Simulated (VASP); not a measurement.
## PbO: single point with PBE

The system is PbO.

```
Pb O
1.0
     4.17312    0.00000    0.00000
     0.00000    4.17312    0.00000
     0.00000    0.00000    4.89645
Pb O
2 2
Direct
  0.00000 0.50000 0.23510
  0.50000 0.00000 0.76490
  0.00000 0.00000 0.00000
  0.50000 0.50000 0.00000
```

This cell differs from its parent crystal: strain +0.050 along x and y, -0.025 along z.

```
Program             : VASP 6.6.1
Task                : single point
Functional          : PBE
Potentials or basis : VASP PAW PBE potentials, release 64 (Pb_d, O)
Cutoff              : 520 eV
k mesh              : 8 × 8 × 6
Occupations         : gaussian, width 0.05 eV
Spin                : no spin polarisation
```

| Quantity | Value |
| --- | --- |
| Pressure | -1.5 GPa |
| Largest force | 0.202 eV/Å |
| Band gap on the k mesh | 1.49 eV, indirect (least direct gap 1.96 eV) |

Forces in eV/Å, atoms in the order of the input:
```
Pb   0.000  0.000 -0.202
Pb   0.000  0.000  0.202
O    0.000  0.000  0.000
O    0.000  0.000  0.000
```

Stress tensor (GPa, compression positive):
```
-2.44  0.00  0.00
 0.00 -2.44  0.00
 0.00  0.00  0.26
```

Levels at points of the mesh, in eV from the valence-band top:
| k point | band 18 | band 19 | band 20 | band 21 | band 22 | band 23 |
| --- | --- | --- | --- | --- | --- | --- |
| (0.00, 0.00, 0.00) | -1.36 | -1.21 | -0.07 | 2.35 | 5.53 | 5.53 |
| (0.50, 0.00, 0.00) | -2.47 | -1.10 | -1.10 | 3.52 | 3.52 | 6.34 |
| (0.50, 0.50, 0.00) | -1.19 | -0.74 | -0.74 | 1.49 | 1.49 | 5.54 |
| (0.00, 0.00, 0.50) | -1.38 | -1.28 | -0.26 | 1.72 | 3.84 | 4.04 |
| (0.50, 0.00, 0.50) | -2.50 | -0.56 | -0.56 | 3.22 | 3.22 | 6.07 |
| (0.50, 0.50, 0.50) | -1.87 | -0.74 | -0.74 | 3.82 | 3.82 | 4.88 |

Run time: 64 s on 1 thread of AMD EPYC 9R45 96-Core Processor (Zen 5), on a shared host, peak memory 0.23 GiB.

Caveat: the cell differs from its parent crystal (strain +0.050 along x and y, -0.025 along z); spin-orbit coupling is left out, which moves the levels of the heavy elements. A k mesh can miss the band edges.
